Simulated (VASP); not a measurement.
# SnO2 (Fm-3m) in VASP: notebook

Runs on SnO2. Level: r2SCAN. Tasks: relaxation of cell and atoms.

All numbers are computed with VASP 6.6.1; they aren't measurements. Logs are shortened: lines on timing, memory, paths and dates and some standing lists are left out, and cuts for length are marked.

**1. The cell of the first run**

It takes space group Fm-3m (No. 225, cubic). The conventional cell has a = 5.148 Å, b = 5.148 Å, c = 5.148 Å, α = 90.00°, β = 90.00°, γ = 90.00°. Sn (site symmetry m-3m) has 8 O at 2.23 Å within 2.9 Å. O (site symmetry -43m) has 4 Sn at 2.23 Å and 6 O at 2.57 Å within 2.9 Å.

**2. Relaxation of cell and atoms, r2SCAN**

File POSCAR:

```
SnO2
1.0
    0.0000000000      2.5741500000      2.5741500000
    2.5741500000      0.0000000000      2.5741500000
    2.5741500000      2.5741500000      0.0000000000
Sn O
1 2
Direct
    0.0000000000      0.0000000000      0.0000000000
    0.2500000000      0.2500000000      0.2500000000
    0.7500000000      0.7500000000      0.7500000000
```

File INCAR.step1:

```
  PREC = Accurate
  ENCUT = 600
  ISMEAR = 0
  SIGMA = 0.1
  LREAL = False
  LASPH = True
  NELM = 100
  GGA = PE
  ALGO = Normal
  EDIFF = 1E-4
  LWAVE = True
  LCHARG = False
```

File INCAR.step2:

```
  PREC = Accurate
  ENCUT = 600
  EDIFF = 1E-6
  ISMEAR = 0
  SIGMA = 0.1
  LREAL = False
  LASPH = True
  NELM = 100
  ALGO = Normal
  ISIF = 3
  LWAVE = False
  LCHARG = False
  METAGGA = R2SCAN
  LMIXTAU = True
  IBRION = 2
  NSW = 100
  EDIFFG = -0.05
  ISTART = 1
```

File KPOINTS:

```
regular mesh
0
Gamma
  6 6 6
```

Potentials or basis: VASP PAW PBE potentials, release 64 (Sn_d, O).

The run is started by

```sh
$ cat potpaw_PBE.64/Sn_d/POTCAR potpaw_PBE.64/O/POTCAR > POTCAR
$ cp INCAR.step1 INCAR
$ mpirun -np 1 vasp_std > vasp.out
$ cp INCAR.step2 INCAR
$ mpirun -np 1 vasp_std > vasp.out
```

OUTCAR:

```text
PREC = Accurate
   ENCUT = 600
   EDIFF = 1E-6
   ISMEAR = 0
   LREAL = False
   LASPH = True
   NELM = 100
   ISIF = 3
   METAGGA = R2SCAN
   IBRION = 2
   NSW = 100
   EDIFFG = -0.05
   ISTART = 1

 ion  position               nearest neighbor table
   1  0.000  0.000  0.000-   2 2.23   3 2.23   3 2.23   3 2.23   3 2.23   2 2.23   2 2.23   2 2.23

   2  0.250  0.250  0.250-   1 2.23   1 2.23   1 2.23   1 2.23
   3  0.750  0.750  0.750-   1 2.23   1 2.23   1 2.23   1 2.23

  LATTYP: Found a face centered cubic cell.
 ALAT       =     5.1483000000

  Lattice vectors:

 A1 = (   0.0000000000,   2.5741500000,   2.5741500000)
 A2 = (   2.5741500000,   0.0000000000,   2.5741500000)
 A3 = (   2.5741500000,   2.5741500000,   0.0000000000)

Analysis of symmetry for initial positions (statically):
=====================================================================
 Subroutine PRICEL returns:
 Original cell was already a primitive cell.

 Routine SETGRP: Setting up the symmetry group for a
 face centered cubic supercell.

 Subroutine GETGRP returns: Found 48 space group operations
 (whereof 48 operations were pure point group operations)
 out of a pool of 48 trial point group operations.

The static configuration has the point symmetry O_h .

Analysis of symmetry for dynamics (positions and initial velocities):
=====================================================================
 Subroutine PRICEL returns:
 Original cell was already a primitive cell.

 Routine SETGRP: Setting up the symmetry group for a
 face centered cubic supercell.

 Subroutine GETGRP returns: Found 48 space group operations
 (whereof 48 operations were pure point group operations)
 out of a pool of 48 trial point group operations.

The dynamic configuration has the point symmetry O_h .

 Subroutine INISYM returns: Found 48 space group operations
 (whereof 48 operations are pure point group operations),
 and found     1 'primitive' translations

----------------------------------------------------------------------------------------

                                     Primitive cell

  volume of cell :      34.1139

  direct lattice vectors                    reciprocal lattice vectors
     0.000000000  2.574150000  2.574150000    -0.194238875  0.194238875  0.194238875
     2.574150000  0.000000000  2.574150000     0.194238875 -0.194238875  0.194238875
     2.574150000  2.574150000  0.000000000     0.194238875  0.194238875 -0.194238875

[... 65 lines left out ...]
   NGXF,Y,Z  is equivalent  to a cutoff of  27.40, 27.40, 27.40 a.u.
 SYSTEM =  unknown system
   PREC   = accura    normal or accurate (medium, high low for compatibility)
   ISTART =      1    job   : 0-new  1-cont  2-samecut
   ICHARG =      0    charge: 1-file 2-atom 10-const
   ISPIN  =      1    spin polarized calculation?
   LNONCOLLINEAR =      F non collinear calculations
   LSORBIT =      F    spin-orbit coupling
   LASPH  =      T    aspherical Exc in radial PAW
   ENCUT  =  600.0 eV  44.10 Ry    6.64 a.u.   7.27  7.27  7.27*2*pi/ulx,y,z
   NELM   =    100;   NELMIN=  2; NELMDL=  0     # of ELM steps
   EDIFF  = 0.1E-05   stopping-criterion for ELM
   LREAL  =      F    real-space projection
   EDIFFG = -.5E-01   stopping-criterion for IOM
   NSW    =    100    number of steps for IOM
   IBRION =      2    ionic relax: 0-MD 1-quasi-New 2-CG
   NFREE  =      1    steps in history (QN), initial steepest desc. (CG)
   ISIF   =      3    stress and relaxation
   ISYM   =      2    0-nonsym 1-usesym 2-fastsym
   POTIM  = 0.5000    time-step for ionic-motion
   TEBEG  =    0.0;   TEEND  =   0.0 temperature during run
   PSTRESS=    0.0 pullay stress
   NELECT =      26.0000    total number of electrons
   NUPDOWN=      -1.0000    fix difference up-down
   EMIN   =  10.00;   EMAX   =-10.00  energy-range for DOS
   EFERMI =   0.00;   METHOD = LEGACY
   ISMEAR =     0;   SIGMA  =   0.10  broadening in eV -4-tet -1-fermi 0-gaus
   EFERMI_NEDOS =   21; number of points for ismear=-14 and -15
   IALGO  =     38    algorithm
   IMIX   =      4    mixing-type and parameters
     AMIX     =   0.40;   BMIX     =  1.00
     AMIX_MAG =   1.60;   BMIX_MAG =  1.00
  volume/ion in A,a.u.               =      11.37        76.74
  Fermi-wavevector in a.u.,A,eV,Ry     =   1.495393  2.825884 30.425363  2.236201
  Thomas-Fermi vector in A             =   2.607544
   LORBIT       =      0    0 simple, 1 ext, 2 COOP (PROOUT), +10 PAW based schemes
   METAGGA = R2SCAN    functional components
   LHFCALC =     F    Hartree Fock is set to
   AEXX    =    0.0000 exact exchange contribution
   IVDW    =     0    specifies the selected vdW correction
   LEPSILON=     F    determine dielectric tensor
   LRPA    =     F    only Hartree local field effects (RPA)
 conjugate gradient relaxation of ions
 non-spin polarized calculation
 Gauss-broadening in eV      SIGMA  =   0.10
  energy-cutoff  :      600.00
  volume of cell :       34.11
 maximum number of plane-waves:      1158
 NGX is ok and might be reduce to    30
   NGX = 15   NGY = 15   NGZ = 15

--------------------------------------- Ionic step        1  -------------------------------------------

 number of electron      25.9999996 magnetization

 Free energy of the ion-electron system (eV)
  ---------------------------------------------------
  ext. energy  EPLUGINS =         0.00000000
  ---------------------------------------------------
  free energy    TOTEN  =       -41.45269376 eV

  energy without entropy =      -41.45264901  energy(sigma->0) =      -41.45267139

------------------------ aborting loop because EDIFF is reached ----------------------------------------

  FORCE on cell =-STRESS in cart. coord.  units (eV):
  Direction    XX          YY          ZZ          XY          YZ          ZX
  --------------------------------------------------------------------------------------
  -------------------------------------------------------------------------------------
  Total       -1.8730362     -1.8730362     -1.8730362      0.0000000     -0.0000000     -0.0000000
  in kB      -87.9681004    -87.9681004    -87.9681004      0.0000000     -0.0000000     -0.0000000
  external PRESSURE =     -87.9681004 kB  Pullay stress =       0.0000000 kB
[... 61 lines left out ...]
--------------------------------------- Ionic step        3  -------------------------------------------

 number of electron      25.9999999 magnetization

 Free energy of the ion-electron system (eV)
  ---------------------------------------------------
  ext. energy  EPLUGINS =         0.00000000
  ---------------------------------------------------
  free energy    TOTEN  =       -41.49377772 eV

  energy without entropy =      -41.49377772  energy(sigma->0) =      -41.49377772

 E-fermi :   8.0347     XC(G=0): -12.7346

 val. band max:        7.6090002494   @ k =  -0.3333   0.5000   0.1667
 cond. band min:       8.4329168372   @ k =   0.0000   0.0000   0.0000
 fundamental gap:      0.8239165878
 Fermi energy:         8.0346758898

 k-point     1 :       0.0000    0.0000    0.0000
  band No.  band energies     occupation
      1     -13.5247      2.00000
      2     -13.5247      2.00000
      3     -13.5247      2.00000
      4     -13.3416      2.00000
      5     -13.3416      2.00000
      6     -13.0118      2.00000
[... 339 lines left out ...]
  FREE ENERGIE OF THE ION-ELECTRON SYSTEM (eV)
  ---------------------------------------------------
  free  energy   TOTEN  =       -41.4937777162 eV

  energy  without entropy=      -41.4937777161  energy(sigma->0) =      -41.49377772

 reached required accuracy - stopping structural energy minimisation
```

OUTCAR.step1:

```text
PREC = Accurate
   ENCUT = 600
   ISMEAR = 0
   LREAL = False
   LASPH = True
[... 535 lines left out ...]
      0.00000      0.00000      0.00000         0.000000      0.000000      0.000000
      1.28707      1.28707      1.28707         0.000000      0.000000      0.000000
      3.86123      3.86123      3.86123        -0.000000     -0.000000     -0.000000
 -----------------------------------------------------------------------------------
    total drift:                                0.000000     -0.000000     -0.000000

  FREE ENERGIE OF THE ION-ELECTRON SYSTEM (eV)
  ---------------------------------------------------
  free  energy   TOTEN  =       -17.9220750871 eV

  energy  without entropy=      -17.9208478414  energy(sigma->0) =      -17.92146146
```

OSZICAR.step1:

```text
N       E                     dE             d eps       ncg     rms          rms(c)
DAV:   1     0.259716912219E+03    0.25972E+03   -0.15505E+04   552   0.261E+03
DAV:   2     0.139247253047E+01   -0.25832E+03   -0.25151E+03   632   0.535E+02
DAV:   3    -0.204396567022E+02   -0.21832E+02   -0.21548E+02   593   0.146E+02
DAV:   4    -0.210337473562E+02   -0.59409E+00   -0.59317E+00   677   0.247E+01
DAV:   5    -0.210467293915E+02   -0.12982E-01   -0.12981E-01   680   0.362E+00    0.107E+01
DAV:   6    -0.179161128437E+02    0.31306E+01   -0.13992E+01   794   0.671E+01    0.381E+00
DAV:   7    -0.179362893800E+02   -0.20177E-01   -0.71039E-01   554   0.675E+00    0.193E+00
DAV:   8    -0.179245819213E+02    0.11707E-01   -0.94456E-02   604   0.333E+00    0.404E-01
DAV:   9    -0.179215163867E+02    0.30655E-02   -0.20169E-02   811   0.204E+00    0.852E-02
DAV:  10    -0.179220843985E+02   -0.56801E-03   -0.15881E-03   563   0.516E-01    0.307E-02
DAV:  11    -0.179220750871E+02    0.93113E-05   -0.11027E-04   504   0.195E-01
   1 F= -.17922075E+02 E0= -.17921461E+02  d E =-.122725E-02
```

Wall time 95 s (1 thread of AMD EPYC 9R45 (Zen 5), shared host); peak memory 0.16 GiB.

What came out:

* Free energy: -41.4938 eV
* Relaxed volume: 10.90 Å³/atom
* Relaxed cell: a = 3.589 Å, b = 3.589 Å, c = 3.589 Å, α = 60.00°, β = 60.00°, γ = 60.00°
* Space group after relaxing (to 0.1 Å): Fm-3m (No. 225)
* Energy gained by relaxing: 13.7 meV/atom
* Ionic steps: 3
* Pressure after relaxing: -0.1 GPa
* Band gap on the k mesh: 0.82 eV (least direct gap 2.23 eV)

Step by step:
```tsv
step	energy change (eV)	largest force (eV/Å)	pressure (GPa)	volume (Å³)
1	0.0000	0.0000	-8.80	34.11
2	0.0163	0.0000	12.41	31.12
3	-0.0411	0.0000	-0.09	32.69
```

Final structure:
```
CELL_PARAMETERS angstrom
0.00000 2.53787 2.53787
2.53787 0.00000 2.53787
2.53787 2.53787 0.00000
ATOMIC_POSITIONS crystal
Sn 0.00000 0.00000 0.00000
O 0.25000 0.25000 0.25000
O 0.75000 0.75000 0.75000
```

Caveat: the PAW data sets were made with another functional, which shifts forces and pressure a little; spin-orbit coupling is left out, which moves the levels of the heavy elements.

**3. Relaxation of cell and atoms, r2SCAN**

This run uses another cell than the first one, of 10.84 Å³/atom.

File POSCAR:

```
SnO2
1.0
    0.0000000000      2.5336843050      2.5336843050
    2.5336843050      0.0000000000      2.5336843050
    2.5336843050      2.5336843050      0.0000000000
Sn O
1 2
Direct
    0.0000000000      0.0000000000      0.0000000000
    0.2500000000      0.2500000000      0.2500000000
    0.7500000000      0.7500000000      0.7500000000
```

File INCAR.step1:

```
SYSTEM = SnO2
  PREC = Accurate
  ENCUT = 600
  ISMEAR = 0
  SIGMA = 0.02
  LREAL = .FALSE.
  LASPH = .TRUE.
  NELM = 60
  GGA = PE
  ALGO = Normal
  EDIFF = 1E-4
  LWAVE = .TRUE.
  LCHARG = .FALSE.
```

File INCAR.step2:

```
SYSTEM = SnO2
  PREC = Accurate
  ENCUT = 600
  EDIFF = 1E-6
  ISMEAR = 0
  SIGMA = 0.02
  LREAL = .FALSE.
  LASPH = .TRUE.
  NELM = 60
  ALGO = Normal
  ISIF = 3
  LWAVE = .FALSE.
  LCHARG = .FALSE.
  METAGGA = R2SCAN
  LMIXTAU = .TRUE.
  IBRION = 2
  NSW = 100
  EDIFFG = -0.005
  ISTART = 1
```

File KPOINTS:

```
regular mesh
0
G
  10 10 10
  0 0 0
```

Potentials or basis: VASP PAW PBE potentials, release 64 (Sn_d, O).

The run is started by

```sh
$ cat potpaw_PBE.64/Sn_d/POTCAR potpaw_PBE.64/O/POTCAR > POTCAR
$ cp INCAR.step1 INCAR
$ mpirun -np 1 vasp_std > vasp.out
$ cp INCAR.step2 INCAR
$ mpirun -np 1 vasp_std > vasp.out
```

Wall time 3.2 min (1 thread of AMD EPYC 9R45 (Zen 5), shared host); peak memory 0.17 GiB.

The run converged. Its results:

```
Free energy                           : -41.4896 eV
Relaxed volume                        : 10.90 Å³/atom
Relaxed cell                          : a = 3.589 Å, b = 3.589 Å, c = 3.589 Å, α = 60.00°, β = 60.00°, γ = 60.00°
Space group after relaxing (to 0.1 Å) : Fm-3m (No. 225)
Energy gained by relaxing             : 0.2 meV/atom
Ionic steps                           : 3
Pressure after relaxing               : 0.0 GPa
Band gap on the k mesh                : 0.81 eV (least direct gap 2.23 eV)
```

The path:
```csv
step,energy change (eV),largest force (eV/Å),pressure (GPa),volume (Å³)
1,0.0000,0.0000,1.10,32.53
2,0.0002,0.0000,-1.31,32.88
3,-0.0005,0.0000,0.03,32.69
```

Final structure:
```
Sn O
1.0
     0.00000    2.53782    2.53782
     2.53782    0.00000    2.53782
     2.53782    2.53782    0.00000
Sn O
1 2
Cartesian
  0.0000 0.0000 0.0000
  1.2689 1.2689 1.2689
  3.8067 3.8067 3.8067
```

Levels at points of the mesh, in eV from the valence-band top:
| k point | band 11 | band 12 | band 13 | band 14 | band 15 | band 16 |
| --- | --- | --- | --- | --- | --- | --- |
| (0.00, 0.00, 0.00) | -1.42 | -1.42 | -1.42 | 0.81 | 7.88 | 7.88 |
| (0.50, 0.00, 0.00) | -3.45 | -2.18 | -2.18 | 5.50 | 8.60 | 11.36 |
| (0.50, 0.50, 0.00) | -0.20 | -0.20 | -0.12 | 3.83 | 8.05 | 10.46 |

Caveat: the PAW data sets were made with another functional, which shifts forces and pressure a little; spin-orbit coupling is left out, which moves the levels of the heavy elements.
